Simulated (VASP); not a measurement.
# Te2Pb3Se (Pmn2_1) in VASP: single point with PBE

Aim: the single point of Te2Pb3Se with PBE.

Program: VASP 6.6.1. These are calculated values, not measurements. Logs are shortened: lines on timing, memory, paths and dates and some standing lists are left out, and cuts for length are marked.

### Step 1. The cell of the first run

The typed cell holds 12 atoms: a = 13.672 Å, b = 6.521 Å, c = 4.554 Å, α = 90.00°, β = 90.00°, γ = 90.00°.

### Step 2. Single point, PBE

Input file INCAR:

```
SYSTEM = Te2Pb3Se
PREC = Accurate
ENCUT = 520
EDIFF = 1E-6
ISMEAR = 0
SIGMA = 0.02
LREAL = .False.
LASPH = .True.
NELM = 80
ALGO = Normal
ISIF = 2
LWAVE = .False.
LCHARG = .False.
GGA = PE
NBANDS = 72
```

Input file KPOINTS:

```
Automatic mesh
0
Gamma
  2 4 6
  0 0 0
```

Input file POSCAR:

```
Te2Pb3Se
1.0
   13.6717595708      0.0000000000      0.0000000000
    0.0000000000      6.5205971496      0.0000000000
    0.0000000000      0.0000000000      4.5538141738
Te Pb Se
4 6 2
Direct
    0.8289841276      0.2508750669      0.7502446827
    0.1710158724      0.2508750669      0.7502446827
    0.6710158724      0.7491249331      0.2502446827
    0.3289841276      0.7491249331      0.2502446827
    0.8428876557      0.7512849832      0.7499418183
    0.5000000000      0.7785396118      0.7500338936
    0.1571123443      0.7512849832      0.7499418183
    0.0000000000      0.2214603882      0.2500338936
    0.6571123443      0.2487150168      0.2499418183
    0.3428876557      0.2487150168      0.2499418183
    0.5000000000      0.2366301402      0.7502558721
    0.0000000000      0.7633698598      0.2502558721
```

Potentials or basis: VASP PAW PBE potentials, release 64 (Te, Pb_d, Se).

Launch:

```bash
cat potpaw_PBE.64/Te/POTCAR potpaw_PBE.64/Pb_d/POTCAR potpaw_PBE.64/Se/POTCAR > POTCAR
mpirun -np 1 vasp_std > vasp.out
```

OUTCAR:

```text
SYSTEM = Te2Pb3Se
   PREC = Accurate
   ENCUT = 520
   EDIFF = 1E-6
   ISMEAR = 0
   LREAL = .False.
   LASPH = .True.
   NELM = 80
   ISIF = 2
   GGA = PE

 ion  position               nearest neighbor table
   1  0.829  0.251  0.750-   5 3.26   5 3.27   8 3.27   8 3.27   9 3.27   9 3.27
   2  0.171  0.251  0.750-   7 3.26   7 3.27   8 3.27   8 3.27  10 3.27  10 3.27
   3  0.671  0.749  0.250-   9 3.26   9 3.27   6 3.27   6 3.27   5 3.27   5 3.27
   4  0.329  0.749  0.250-  10 3.26  10 3.27   6 3.27   6 3.27   7 3.27   7 3.27
   5  0.843  0.751  0.750-  12 3.13  12 3.13   1 3.26   1 3.27   3 3.27   3 3.27
   6  0.500  0.779  0.750-  11 2.99   4 3.27   3 3.27   4 3.27   3 3.27
   7  0.157  0.751  0.750-  12 3.13  12 3.13   2 3.26   2 3.27   4 3.27   4 3.27
   8  0.000  0.221  0.250-  12 2.99   2 3.27   1 3.27   2 3.27   1 3.27
   9  0.657  0.249  0.250-  11 3.13  11 3.13   3 3.26   3 3.27   1 3.27   1 3.27
  10  0.343  0.249  0.250-  11 3.13  11 3.13   4 3.26   4 3.27   2 3.27   2 3.27
  11  0.500  0.237  0.750-   6 2.99   9 3.13  10 3.13   9 3.13  10 3.13
  12  0.000  0.763  0.250-   8 2.99   7 3.13   5 3.13   5 3.13   7 3.13

  LATTYP: Found a simple orthorhombic cell.
 ALAT       =     4.5538141738
 B/A-ratio  =     1.4318979433
 C/A-ratio  =     3.0022655842

  Lattice vectors:

 A1 = (   0.0000000000,   0.0000000000,  -4.5538141738)
 A2 = (   0.0000000000,   6.5205971496,   0.0000000000)
 A3 = (  13.6717595708,   0.0000000000,   0.0000000000)

Analysis of symmetry for initial positions (statically):
=====================================================================
 Subroutine PRICEL returns:
 Original cell was already a primitive cell.

 Routine SETGRP: Setting up the symmetry group for a
 simple orthorhombic supercell.

 Subroutine GETGRP returns: Found  4 space group operations
 (whereof  2 operations were pure point group operations)
 out of a pool of  8 trial point group operations.

The static configuration has the point symmetry C_1h.
 The point group associated with its full space group is C_2v.

Analysis of symmetry for dynamics (positions and initial velocities):
=====================================================================
 Subroutine PRICEL returns:
 Original cell was already a primitive cell.

 Routine SETGRP: Setting up the symmetry group for a
 simple orthorhombic supercell.

 Subroutine GETGRP returns: Found  4 space group operations
 (whereof  2 operations were pure point group operations)
 out of a pool of  8 trial point group operations.

The dynamic configuration has the point symmetry C_1h.
 The point group associated with its full space group is C_2v.

 Subroutine INISYM returns: Found  4 space group operations
 (whereof  2 operations are pure point group operations),
 and found     1 'primitive' translations

----------------------------------------------------------------------------------------

                                     Primitive cell

  volume of cell :     405.9636

  direct lattice vectors                    reciprocal lattice vectors
    13.671759571  0.000000000  0.000000000     0.073143475  0.000000000  0.000000000
     0.000000000  6.520597150  0.000000000     0.000000000  0.153360187  0.000000000
     0.000000000  0.000000000  4.553814174     0.000000000  0.000000000  0.219596137

  length of vectors
    13.671759571  6.520597150  4.553814174     0.073143475  0.153360187  0.219596137

  position of ions in fractional coordinates (direct lattice)
     0.828984128  0.250875067  0.750244683
     0.171015872  0.250875067  0.750244683
     0.671015872  0.749124933  0.250244683
     0.328984128  0.749124933  0.250244683
     0.842887656  0.751284983  0.749941818
     0.500000000  0.778539612  0.750033894
     0.157112344  0.751284983  0.749941818
     0.000000000  0.221460388  0.250033894
     0.657112344  0.248715017  0.249941818
     0.342887656  0.248715017  0.249941818
     0.500000000  0.236630140  0.750255872
     0.000000000  0.763369860  0.250255872

  ion indices of the primitive-cell ions
   primitive index   ion index
                 1           1
                 2           2
                 3           3
                 4           4
                 5           5
                 6           6
                 7           7
                 8           8
                 9           9
                10          10
                11          11
                12          12

----------------------------------------------------------------------------------------

 KPOINTS: Automatic mesh

Automatic generation of k-mesh.
 Grid dimensions read from file:
 generate k-points for:    2    4    6

 Generating k-lattice:

  Cartesian coordinates                     Fractional coordinates (reciprocal lattice)
     0.036571737  0.000000000  0.000000000     0.500000000  0.000000000  0.000000000
     0.000000000  0.038340047  0.000000000     0.000000000  0.250000000  0.000000000
     0.000000000  0.000000000  0.036599356     0.000000000  0.000000000  0.166666667

  Length of vectors
     0.036571737  0.038340047  0.036599356

  Shift w.r.t. Gamma in fractional coordinates (k-lattice)
     0.000000000  0.000000000  0.000000000

 Subroutine IBZKPT returns following result:
 ===========================================

 Found     24 irreducible k-points:

 Following reciprocal coordinates:
            Coordinates               Weight
  0.000000  0.000000  0.000000      1.000000
  0.500000  0.000000  0.000000      1.000000
  0.000000  0.250000  0.000000      2.000000
  0.500000  0.250000  0.000000      2.000000
  0.000000  0.500000  0.000000      1.000000
  0.500000  0.500000  0.000000      1.000000
[... 16 lines left out ...]
  0.000000  0.500000  0.500000      1.000000
  0.500000  0.500000  0.500000      1.000000
   k-points           NKPTS =     24   k-points in BZ     NKDIM =     24   number of bands    NBANDS=     72
   number of dos      NEDOS =    301   number of ions     NIONS =     12
   total plane-waves  NPLWV = 186624
   dimension x,y,z NGX =   108 NGY =   48 NGZ =   36
   dimension x,y,z NGXF=   216 NGYF=   96 NGZF=   72
   ions per type =               4   6   2
   NGX,Y,Z   is equivalent  to a cutoff of  13.13, 12.24, 13.14 a.u.
   NGXF,Y,Z  is equivalent  to a cutoff of  26.27, 24.48, 26.29 a.u.
 SYSTEM =  Te2Pb3Se
   PREC   = accura    normal or accurate (medium, high low for compatibility)
   ISTART =      0    job   : 0-new  1-cont  2-samecut
   ICHARG =      2    charge: 1-file 2-atom 10-const
   ISPIN  =      1    spin polarized calculation?
   LNONCOLLINEAR =      F non collinear calculations
   LSORBIT =      F    spin-orbit coupling
   LASPH  =      T    aspherical Exc in radial PAW
   ENCUT  =  520.0 eV  38.22 Ry    6.18 a.u.  25.42 12.12  8.47*2*pi/ulx,y,z
   NELM   =     80;   NELMIN=  2; NELMDL= -5     # of ELM steps
   EDIFF  = 0.1E-05   stopping-criterion for ELM
   LREAL  =      F    real-space projection
   EDIFFG = 0.1E-04   stopping-criterion for IOM
   NSW    =      0    number of steps for IOM
   IBRION =     -1    ionic relax: 0-MD 1-quasi-New 2-CG
   NFREE  =      0    steps in history (QN), initial steepest desc. (CG)
   ISIF   =      2    stress and relaxation
   ISYM   =      2    0-nonsym 1-usesym 2-fastsym
   POTIM  = 0.5000    time-step for ionic-motion
   TEBEG  =    0.0;   TEEND  =   0.0 temperature during run
   PSTRESS=    0.0 pullay stress
   NELECT =     120.0000    total number of electrons
   NUPDOWN=      -1.0000    fix difference up-down
   EMIN   =  10.00;   EMAX   =-10.00  energy-range for DOS
   EFERMI =   0.00;   METHOD = LEGACY
   ISMEAR =     0;   SIGMA  =   0.02  broadening in eV -4-tet -1-fermi 0-gaus
   EFERMI_NEDOS =   21; number of points for ismear=-14 and -15
   IALGO  =     38    algorithm
   IMIX   =      4    mixing-type and parameters
     AMIX     =   0.40;   BMIX     =  1.00
     AMIX_MAG =   1.60;   BMIX_MAG =  1.00
  volume/ion in A,a.u.               =      33.83       228.30
  Fermi-wavevector in a.u.,A,eV,Ry     =   1.090535  2.060812 16.180950  1.189266
  Thomas-Fermi vector in A             =   2.226761
   LORBIT       =      0    0 simple, 1 ext, 2 COOP (PROOUT), +10 PAW based schemes
   GGA     = PE    functional components
   LHFCALC =     F    Hartree Fock is set to
   AEXX    =    0.0000 exact exchange contribution
   IVDW    =     0    specifies the selected vdW correction
   LEPSILON=     F    determine dielectric tensor
   LRPA    =     F    only Hartree local field effects (RPA)
 non-spin polarized calculation
 Gauss-broadening in eV      SIGMA  =   0.02
  energy-cutoff  :      520.00
  volume of cell :      405.96
 maximum number of plane-waves:     10976
 NGX is ok and might be reduce to   108
   NGX = 51   NGY = 25   NGZ = 17

 number of electron     120.0000022 magnetization

 Free energy of the ion-electron system (eV)
  ---------------------------------------------------
  ext. energy  EPLUGINS =         0.00000000
  ---------------------------------------------------
  free energy    TOTEN  =       -46.32780008 eV

  energy without entropy =      -46.32780008  energy(sigma->0) =      -46.32780008

 E-fermi :   4.8935     XC(G=0):  -9.1198

 val. band max:        4.7682060480   @ k =   0.0000   0.5000   0.5000
 cond. band min:       5.4813021185   @ k =   0.0000   0.5000   0.5000
 fundamental gap:      0.7130960706
 Fermi energy:         4.8934639193

 k-point     1 :       0.0000    0.0000    0.0000
  band No.  band energies     occupation
      1     -11.9541      2.00000
      2     -11.9416      2.00000
      3     -11.9101      2.00000
      4     -11.9094      2.00000
      5     -11.9077      2.00000
      6     -11.9065      2.00000
[... 64 lines left out ...]
     71       8.7896      0.00000
     72       8.8121      0.00000
[... 1723 lines left out ...]
     71       7.6031      0.00000
     72       7.6031      0.00000

------------------------ aborting loop because EDIFF is reached ----------------------------------------

  FORCE on cell =-STRESS in cart. coord.  units (eV):
  Direction    XX          YY          ZZ          XY          YZ          ZX
  --------------------------------------------------------------------------------------
  -------------------------------------------------------------------------------------
  Total       -0.0916328     -0.0907117     -0.0871572      0.0000000      0.0000000      0.0000000
  in kB       -0.3616382     -0.3580033     -0.3439747      0.0000000      0.0000000      0.0000000
  external PRESSURE =      -0.3545388 kB  Pullay stress =       0.0000000 kB

 VOLUME and BASIS-vectors are now :
 -----------------------------------------------------------------------------
  energy-cutoff  :      520.00
  volume of cell :      405.96
      direct lattice vectors                 reciprocal lattice vectors
    13.671759571  0.000000000  0.000000000     0.073143475  0.000000000  0.000000000
     0.000000000  6.520597150  0.000000000     0.000000000  0.153360187  0.000000000
     0.000000000  0.000000000  4.553814174     0.000000000  0.000000000  0.219596137

 POSITION                                       TOTAL-FORCE (eV/Angst)
 -----------------------------------------------------------------------------------
     11.33367      1.63586      3.41647        -0.000077     -0.000100     -0.000175
      2.33809      1.63586      3.41647         0.000077     -0.000100     -0.000175
      9.17397      4.88474      1.13957         0.000077      0.000100     -0.000175
      4.49779      4.88474      1.13957        -0.000077      0.000100     -0.000175
     11.52376      4.89883      3.41510        -0.000870     -0.001056      0.000181
      6.83588      5.07654      3.41551         0.000000     -0.003259      0.000182
      2.14800      4.89883      3.41510         0.000870     -0.001056      0.000181
      0.00000      1.44405      1.13861         0.000000      0.003259      0.000182
      8.98388      1.62177      1.13819         0.000870      0.001056      0.000181
      4.68788      1.62177      1.13819        -0.000870      0.001056      0.000181
      6.83588      1.54297      3.41653         0.000000      0.001378     -0.000192
      0.00000      4.97763      1.13962         0.000000     -0.001378     -0.000192
 -----------------------------------------------------------------------------------
    total drift:                                0.000000     -0.000000     -0.000007

  FREE ENERGIE OF THE ION-ELECTRON SYSTEM (eV)
  ---------------------------------------------------
  free  energy   TOTEN  =       -46.3278000810 eV

  energy  without entropy=      -46.3278000810  energy(sigma->0) =      -46.32780008
```

It took 25 min on 1 thread of Oxide Virtual Turin-like, shared host; peak memory 0.76 GiB.

What came out:

| Property | Result |
| --- | --- |
| Free energy | -46.3278 eV |
| Pressure | 0.0 GPa |
| Largest force | 0.003 eV/Å |
| Band gap on the k mesh | 0.71 eV |

Forces in eV/Å, atoms in the order of the input:
```
Te   0.000  0.000  0.000
Te   0.000  0.000  0.000
Te   0.000  0.000  0.000
Te   0.000  0.000  0.000
Pb  -0.001 -0.001  0.000
Pb   0.000 -0.003  0.000
Pb   0.001 -0.001  0.000
Pb   0.000  0.003  0.000
Pb   0.001  0.001  0.000
Pb  -0.001  0.001  0.000
Se   0.000  0.001  0.000
Se   0.000 -0.001  0.000
```

Caveat: spin-orbit coupling is left out, which moves the levels of the heavy elements. A k mesh can miss the band edges.
